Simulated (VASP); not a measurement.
Set up this calculation in VASP 6.6.1, as the native input.

| Property | Result |
| --- | --- |
| Task | single point |
| Functional | PBE |
| Dispersion | D3(BJ) |
| Potentials or basis | VASP PAW PBE potentials, release 64 (B, N) |
| Cutoff | 520 eV |
| k mesh | 12 × 12 × 4 |
| Occupations | methfessel-paxton, width 0.05 eV |
| Spin | no spin polarisation |
| Dipole correction | no |
| Further INCAR settings | ALGO = Normal; EDIFF = 1e-06; NBANDS = 16 |

The structure of BN lies in POSCAR:

```
BN
1.0
    2.6231482509      0.0000000000      0.0000000000
   -1.3115741254      2.1703573356      0.0000000000
    0.0000000000      0.0000000000      6.5923998870
B N
2 2
Direct
   -0.0691507274      0.0000000000      0.5000000000
    0.4026039588      0.6666666667      0.0000000000
    0.0689367990      0.0000000000      0.0000000000
    0.5976373354      0.3333333333      0.5000000000
```

This cell differs from its parent crystal: atoms displaced along a vibrational mode, the cell strained.

One way to write it, as run:

INCAR

```
ALGO = Normal
EDIFF = 1E-6
ENCUT = 520
GGA = PE
ISIF = 2
ISMEAR = 1
IVDW = 12
LASPH = T
LCHARG = F
LREAL = F
LWAVE = F
NBANDS = 16
NELM = 60
PREC = Accurate
SIGMA = 0.05
```

KPOINTS

```
k-points
0
Gamma
  12 12 4
```

Potentials or basis: VASP PAW PBE potentials, release 64 (B, N).

Command:

```console
$ cat potpaw_PBE.64/B/POTCAR potpaw_PBE.64/N/POTCAR > POTCAR
$ mpirun -np 1 vasp_std > vasp.out
```

It gave:

- Pressure: -14.4 GPa
- Largest force: 0.402 eV/Å
- Band gap on the k mesh: 3.67 eV (least direct gap 4.06 eV)
- Dispersion energy per atom: -0.136 eV

Caveat: the cell differs from its parent crystal (atoms displaced along a vibrational mode, the cell strained); the cell stands under tension.

Run time: 50 s on 1 thread of Intel(R) Xeon(R) 6975P-C (Granite Rapids), on a shared host, peak memory 0.24 GiB.
